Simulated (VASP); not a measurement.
# NaCu2O3 (P1) in VASP: single point with LDA

Aim: the single point of NaCu2O3 with LDA.

Program: VASP 6.6.1. These are calculated values, not measurements. Logs are shortened: lines on timing, memory, paths and dates and some standing lists are left out, and cuts for length are marked.

## Step 1: The cell of the first run

The typed cell holds 24 atoms: a = 11.033 Å, b = 5.560 Å, c = 10.988 Å, α = 75.82°, β = 29.25°, γ = 74.93°.

## Step 2: Single point, LDA

INCAR reads:

```
PREC = Accurate
ENCUT = 520
EDIFF = 1E-6
ISMEAR = -1
SIGMA = 0.05
LREAL = F
LASPH = T
NELM = 120
ALGO = Normal
ISIF = 2
LWAVE = F
LCHARG = F
NBANDS = 112
GGA_COMPAT = F
```

KPOINTS reads:

```
Automatic mesh
0
Gamma
  2 2 2
```

POSCAR reads:

```
NaCu2O3
1.0
    0.0000000000     10.2841670000      3.9940120000
    3.8682950000      0.0000000000      3.9940120000
    3.8682950000     10.2841670000      0.0000000000
Na Cu O
4 8 12
Direct
    0.2258113080      0.2430906383      0.7497757279
    0.2171150571      0.1412714475      0.3037049568
    0.7040658512      0.7708170485      0.2451602748
    0.7666856201      0.7452277141      0.7125980205
    0.6772359219      0.3384595742      0.6726060244
    0.7347471572      0.0973484900      0.9205935233
    0.1610258635      0.8452305022      0.6738108325
    0.9209107701      0.2582043653      0.2473413596
    0.1746973098      0.8195661025      0.1625978741
    0.2218292027      0.5620192184      0.4404120853
    0.6717890125      0.3312875932      0.1750078161
    0.4433839913      0.7678542323      0.7192867432
    0.3779623561      0.5398365890      0.4624654588
    0.6189236003      0.1317751958      0.8638313958
    0.1838671284      1.0140511552      0.0017969122
    0.8743508236      0.4058906980      0.1158120160
    0.4632348672      0.6404173001      0.8722646438
    0.5035087162      0.2972400047      0.1843933764
    0.8852252904      0.0678765030      0.9469892195
    0.1516578039      0.6001426414      0.3280699174
    0.7101386288      0.5215802543      0.4948106879
    0.3897254472      0.8787234208      0.6021098663
    0.9528741264      0.1070876364      0.4024908730
   -0.0098763803      0.8592478894      0.6626370754
```

Potentials or basis: VASP PAW LDA potentials, release 64 (Na_pv, Cu, O).

On the command line:

```sh
$ cat potpaw_LDA.64/Na_pv/POTCAR potpaw_LDA.64/Cu/POTCAR potpaw_LDA.64/O/POTCAR > POTCAR
$ mpirun -np 1 vasp_std > vasp.out
```

OUTCAR:

```text
PREC = Accurate
   ENCUT = 520
   EDIFF = 1E-6
   ISMEAR = -1
   LREAL = F
   LASPH = T
   NELM = 120
   ISIF = 2

 ion  position               nearest neighbor table
   1  0.226  0.243  0.750-  22 2.14  16 2.19  13 2.27
   2  0.217  0.141  0.304-  23 2.09  14 2.37
   3  0.704  0.771  0.245-  22 2.03  16 2.11  19 2.26
   4  0.767  0.745  0.713-  17 2.21  24 2.25  20 2.26  14 2.29
   5  0.677  0.338  0.673-  21 1.72  14 1.73  23 1.95  17 1.98  12 2.78   8 2.78
   6  0.735  0.097  0.921-  14 1.81  18 1.83  19 1.88  24 1.92   7 2.76
   7  0.161  0.845  0.674-  19 1.93  22 1.93  24 1.97  13 2.03   6 2.76
   8  0.921  0.258  0.247-  16 1.88  15 1.90  23 1.98  21 2.02   9 2.77   5 2.78
   9  0.175  0.820  0.163-  15 1.76  20 1.77  17 1.87  23 2.07  12 2.76   8 2.77
  10  0.222  0.562  0.440-  20 1.90  13 1.91  24 2.03  18 2.03
  11  0.672  0.331  0.175-  18 1.83  16 1.84  19 1.92  13 1.95
  12  0.443  0.768  0.719-  22 1.77  17 1.83  21 1.87  15 2.06   9 2.76   5 2.78
  13  0.378  0.540  0.462-  10 1.91  11 1.95   7 2.03   1 2.27
  14  0.619  0.132  0.864-   5 1.73   6 1.81   4 2.29   2 2.37
  15  0.184  0.014  0.002-   9 1.76   8 1.90  12 2.06
  16  0.874  0.406  0.116-  11 1.84   8 1.88   3 2.11   1 2.19
  17  0.463  0.640  0.872-  12 1.83   9 1.87   5 1.98   4 2.21
  18  0.504  0.297  0.184-  11 1.83   6 1.83  10 2.03
  19  0.885  0.068  0.947-   6 1.88  11 1.92   7 1.93   3 2.26
  20  0.152  0.600  0.328-   9 1.77  10 1.90   4 2.26
  21  0.710  0.522  0.495-   5 1.72  12 1.87   8 2.02
  22  0.390  0.879  0.602-  12 1.77   7 1.93   3 2.03   1 2.14
  23  0.953  0.107  0.402-   5 1.95   8 1.98   9 2.07   2 2.09
  24  0.990  0.859  0.663-   6 1.92   7 1.97  10 2.03   4 2.25

  LATTYP: Found a face centered orthorhombic cell.
 ALAT       =     7.7365900000
 B/A-ratio  =     1.0324993311
 C/A-ratio  =     2.6585787795

  Lattice vectors:

 A1 = (  -0.0000000000,  10.2841670000,   3.9940120000)
 A2 = (  -3.8682950000,  10.2841670000,   0.0000000000)
 A3 = (  -3.8682950000,   0.0000000000,   3.9940120000)

Analysis of symmetry for initial positions (statically):
=====================================================================
 Subroutine PRICEL returns:
 Original cell was already a primitive cell.

 Routine SETGRP: Setting up the symmetry group for a
 face centered orthorhombic supercell.

 Subroutine GETGRP returns: Found  1 space group operations
 (whereof  1 operations were pure point group operations)
 out of a pool of  8 trial point group operations.

The static configuration has the point symmetry C_1 .

Analysis of symmetry for dynamics (positions and initial velocities):
[... 144 lines left out ...]
   ISIF   =      2    stress and relaxation
   ISYM   =      2    0-nonsym 1-usesym 2-fastsym
   POTIM  = 0.5000    time-step for ionic-motion
   TEBEG  =    0.0;   TEEND  =   0.0 temperature during run
   PSTRESS=    0.0 pullay stress
   NELECT =     188.0000    total number of electrons
   NUPDOWN=      -1.0000    fix difference up-down
   EMIN   =  10.00;   EMAX   =-10.00  energy-range for DOS
   EFERMI =   0.00;   METHOD = LEGACY
   ISMEAR =    -1;   SIGMA  =   0.05  broadening in eV -4-tet -1-fermi 0-gaus
   EFERMI_NEDOS =   21; number of points for ismear=-14 and -15
   IALGO  =     38    algorithm
   IMIX   =      4    mixing-type and parameters
     AMIX     =   0.40;   BMIX     =  1.00
     AMIX_MAG =   1.60;   BMIX_MAG =  1.00
  volume/ion in A,a.u.               =      13.24        89.35
  Fermi-wavevector in a.u.,A,eV,Ry     =   1.374310  2.597070 25.697710  1.888728
  Thomas-Fermi vector in A             =   2.499748
   LORBIT       =      0    0 simple, 1 ext, 2 COOP (PROOUT), +10 PAW based schemes
   GGA     = CA    functional components
   LHFCALC =     F    Hartree Fock is set to
   AEXX    =    0.0000 exact exchange contribution
   IVDW    =     0    specifies the selected vdW correction
   LEPSILON=     F    determine dielectric tensor
   LRPA    =     F    only Hartree local field effects (RPA)
 non-spin polarized calculation
  energy-cutoff  :      520.00
  volume of cell :      317.78
 maximum number of plane-waves:      8586
 NGX is ok and might be reduce to    84
   NGX = 41   NGY = 21   NGZ = 41

 number of electron     188.0000014 magnetization

 Free energy of the ion-electron system (eV)
  ---------------------------------------------------
  ext. energy  EPLUGINS =         0.00000000
  ---------------------------------------------------
  free energy    TOTEN  =      -129.17309315 eV

  energy without entropy =     -129.12303676  energy(sigma->0) =     -129.14806495

 E-fermi :   1.5997     XC(G=0): -10.2585

 val. band max:        1.5806606675   @ k =   0.5000   0.5000   0.0000
 cond. band min:       1.6863558880   @ k =   0.5000  -0.0000   0.0000
 fundamental gap:      0.1056952205
 Fermi energy:         1.5997106816

 k-point     1 :       0.0000    0.0000    0.0000
  band No.  band energies     occupation
      1     -20.0098      2.00000
      2     -19.9852      2.00000
      3     -19.9287      2.00000
      4     -19.8689      2.00000
      5     -19.8441      2.00000
      6     -19.8359      2.00000
[... 861 lines left out ...]
    105       7.2345      0.00000
    106       7.3779      0.00000
 [bands above 106 left out]

------------------------ aborting loop because EDIFF is reached ----------------------------------------

  FORCE on cell =-STRESS in cart. coord.  units (eV):
  Direction    XX          YY          ZZ          XY          YZ          ZX
  --------------------------------------------------------------------------------------
  -------------------------------------------------------------------------------------
  Total      -17.8906942    -11.8676953     -2.6147782     -0.6540137     -3.5502756     -1.9072033
  in kB      -90.2006585    -59.8341191    -13.1830947     -3.2973829    -17.8996517     -9.6156692
  external PRESSURE =     -54.4059574 kB  Pullay stress =       0.0000000 kB

 VOLUME and BASIS-vectors are now :
 -----------------------------------------------------------------------------
  energy-cutoff  :      520.00
  volume of cell :      317.78
      direct lattice vectors                 reciprocal lattice vectors
     0.000000000 10.284167000  3.994012000    -0.129255912  0.048618425  0.125187406
     3.868295000  0.000000000  3.994012000     0.129255912 -0.048618425  0.125187406
     3.868295000 10.284167000  0.000000000     0.129255912  0.048618425 -0.125187406

 POSITION                                       TOTAL-FORCE (eV/Angst)
 -----------------------------------------------------------------------------------
      3.84070     10.03310      1.87280         0.294102      0.070985      0.192183
      1.72130      5.35620      1.43140         0.203376      0.357489      0.654094
      3.93010      9.76200      5.89070        -0.505916      0.033562      0.443017
      5.63930     15.21320      6.03860         0.383903     -0.212852      0.084913
      3.91110     13.88200      4.05670         0.060542      0.982677     -0.316436
      3.93770     17.02380      3.32340        -0.861841     -0.166293      0.641733
[... 16 lines left out ...]
      1.97120     13.93880      4.23350        -0.451174     -2.263639     -0.285624
      5.88710     16.99727      7.38641        -0.487677      1.681465      0.476719
 -----------------------------------------------------------------------------------
    total drift:                                0.000059     -0.003717     -0.001705

  FREE ENERGIE OF THE ION-ELECTRON SYSTEM (eV)
  ---------------------------------------------------
  free  energy   TOTEN  =      -129.1730931459 eV

  energy  without entropy=     -129.1230367578  energy(sigma->0) =     -129.14806495
```

OSZICAR:

```text
N       E                     dE             d eps       ncg     rms          rms(c)
DAV:   1     0.278119173560E+04    0.27812E+04   -0.82843E+04  1824   0.235E+03
[... 17 lines left out ...]
DAV:  19    -0.129173079475E+03    0.26600E-03   -0.10903E-03  2584   0.705E-01    0.578E-02
DAV:  20    -0.129173097192E+03   -0.17717E-04   -0.47669E-04  2752   0.359E-01    0.422E-02
DAV:  21    -0.129173100939E+03   -0.37466E-05   -0.19316E-04  2616   0.289E-01    0.315E-02
DAV:  22    -0.129173098090E+03    0.28486E-05   -0.59519E-05  2384   0.164E-01    0.258E-02
DAV:  23    -0.129173093242E+03    0.48484E-05   -0.23504E-05  2296   0.103E-01    0.121E-02
DAV:  24    -0.129173093008E+03    0.23408E-06   -0.15461E-05  2624   0.363E-02    0.401E-03
DAV:  25    -0.129173093146E+03   -0.13810E-06   -0.20639E-06  1144   0.175E-02
   1 F= -.12917309E+03 E0= -.12914806E+03  d E =-.500564E-01
```

Wall time 33 min (1 thread of Intel Xeon 8259CL, shared host); peak memory 0.59 GiB.

What came out:

```
Free energy            : -129.1731 eV
Pressure               : -5.4 GPa
Largest force          : 2.326 eV/Å
Band gap on the k mesh : zero (bands 94 and 95 overlap by 0.46 eV)
```

Forces in eV/Å, atoms in the order of the input:
```
Na   0.294  0.071  0.192
Na   0.203  0.357  0.654
Na  -0.506  0.034  0.443
Na   0.384 -0.213  0.085
Cu   0.061  0.983 -0.316
Cu  -0.862 -0.166  0.642
Cu  -0.784  0.555  0.162
Cu   0.530  0.238 -0.010
Cu   0.579  1.267 -0.154
Cu  -0.700 -0.799  1.294
Cu   0.223  0.639  0.213
Cu   0.805  0.251 -0.785
O    0.362 -0.975 -0.083
O    0.567  1.141 -1.120
O   -0.297 -0.916  0.349
O   -0.313  0.385 -0.746
O   -0.613 -0.317 -0.020
O    1.207 -0.088 -0.198
O   -0.390 -0.403 -0.003
O    0.488  1.504 -0.879
O   -1.033 -1.948  0.735
O    0.733 -1.016 -0.646
O   -0.451 -2.264 -0.286
O   -0.488  1.681  0.477
```

Caveat: the k points lie up to 0.59 Å⁻¹ apart; semilocal functionals often make such compounds metallic where correlation or magnetic order opens a gap, which also shifts bond lengths; forces of over 1 eV/Å act on the atoms, so gaps and moduli don't describe the material at rest.

The gap in the log of VASP goes by the Fermi energy; the results here count the filled bands.